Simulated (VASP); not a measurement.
Set up this calculation in VASP 6.6.1, as the native input.

```
Task                   : relaxation of cell and atoms
Functional             : PBE
Potentials or basis    : VASP PAW PBE potentials, release 64 (Cd, Te)
Cutoff                 : 600 eV
k mesh                 : 11 × 11 × 11
Occupations            : fermi-dirac, width 0.05 eV
Spin                   : non-collinear spin, zero start, spin-orbit coupling
Starting moments       : [[0.0, 0.0, 0.0], [0.0, 0.0, 0.0]] μB
Dipole correction      : no
Further INCAR settings : ALGO = Normal; EDIFF = 1e-06; IBRION = 2; EDIFFG = -0.005; NSW = 30; ISIF = 3
```

The structure of CdTe lies in POSCAR:

```
CdTe
1.0
    0.0000000000      3.3086917840      3.3086917840
    3.3086917840      0.0000000000      3.3086917840
    3.3086917840      3.3086917840      0.0000000000
Cd Te
1 1
Direct
    0.0000000000      0.0000000000      0.0000000000
    0.2500000000      0.2500000000      0.2500000000
```

One way to write it, as run:

INCAR

```
SYSTEM = CdTe
PREC     = Accurate       ! precision mode
ENCUT    = 600            ! plane-wave cutoff, eV
EDIFF    = 1E-6           ! SCF threshold, eV
ISMEAR   = -1             ! smearing method
SIGMA    = 0.05           ! smearing width, eV
LREAL    = .FALSE.        ! projectors in reciprocal space
LASPH    = .TRUE.         ! aspherical terms in the spheres
NELM     = 150            ! most SCF steps
ALGO     = Normal         ! electronic algorithm
ISIF     = 3              ! what is computed and relaxed
LWAVE    = .FALSE.        ! write WAVECAR
LCHARG   = .FALSE.        ! write CHGCAR
MAGMOM   = 0 0 0 0 0 0    ! initial moments
LORBIT   = 11             ! projections on sites
LSORBIT  = .TRUE.         ! spin-orbit coupling
GGA_COMPAT= .FALSE.      
LORBMOM  = .TRUE.       
GGA      = PE             ! functional
IBRION   = 2              ! ionic algorithm
NSW      = 30             ! ionic steps
EDIFFG   = -0.005         ! ionic threshold
```

KPOINTS

```
Automatic mesh
0
G
  11 11 11
  0 0 0
```

Potentials or basis: VASP PAW PBE potentials, release 64 (Cd, Te).

Run with:

```sh
$ cat potpaw_PBE.64/Cd/POTCAR potpaw_PBE.64/Te/POTCAR > POTCAR
$ mpirun -np 1 vasp_ncl > vasp.out
```

Results of the run:

```json
{"Relaxed volume": "36.38 Å³/atom", "Relaxed cell": "a = 4.686 Å, b = 4.686 Å, c = 4.686 Å, α = 60.00°, β = 60.00°, γ = 60.00°", "Space group after relaxing (to 0.1 Å)": "F-43m (No. 216)", "Energy gained by relaxing": "0.1 meV/atom", "Ionic steps": "2", "Pressure after relaxing": "0.0 GPa", "Net moment": "0.00 μB per cell", "Valence electrons inside the program's atomic spheres": "Cd 10.28; Te 3.40"}
```

Run time: 17 min on 1 thread of Oxide Virtual Turin-like Processor, with other jobs on the host, peak memory 0.65 GiB.
